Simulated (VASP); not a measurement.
The system is RePb.

```
Re Pb
1.0
     3.59390    0.00000    0.00000
     0.00000    3.59390    0.00000
     0.00000    0.00000    3.59390
Re Pb
1 1
Direct
  0.00000 0.00000 0.00000
  0.50000 0.50000 0.50000
```

- Program: VASP 6.6.1
- Task: relaxation of cell and atoms
- Functional: PBE
- Potentials or basis: VASP PAW PBE potentials, release 64 (Re, Pb_d)
- Cutoff: 600 eV
- k mesh: 6 × 6 × 6
- Occupations: gaussian, width 0.1 eV
- Spin: no spin polarisation

At the start: pressure -18.5 GPa; volume 23.21 Å³/atom.

How do energy, volume and symmetry change on relaxing?

Over 5 steps the energy falls by 287.2 meV/atom and the volume is 19.15 Å³/atom (-17.5 %); space group Pm-3m (No. 221, to 0.1 Å) before and after.

The path:
```csv
step,energy change (eV),largest force (eV/Å),pressure (GPa),volume (Å³)
1,0.0000,0.0000,-18.50,46.42
2,0.6372,0.0000,63.22,30.64
3,-0.5724,0.0000,-1.62,38.71
4,-0.5742,0.0000,-0.52,38.44
5,-0.5744,0.0000,0.09,38.29
```

Final structure:
```
Re Pb
1.0
     3.37060    0.00000    0.00000
     0.00000    3.37060    0.00000
     0.00000    0.00000    3.37060
Re Pb
1 1
Direct
  0.00000 0.00000 0.00000
  0.50000 0.50000 0.50000
```

Caveat: the volume moved by over 15 % at a fixed basis, so the end points are rough.
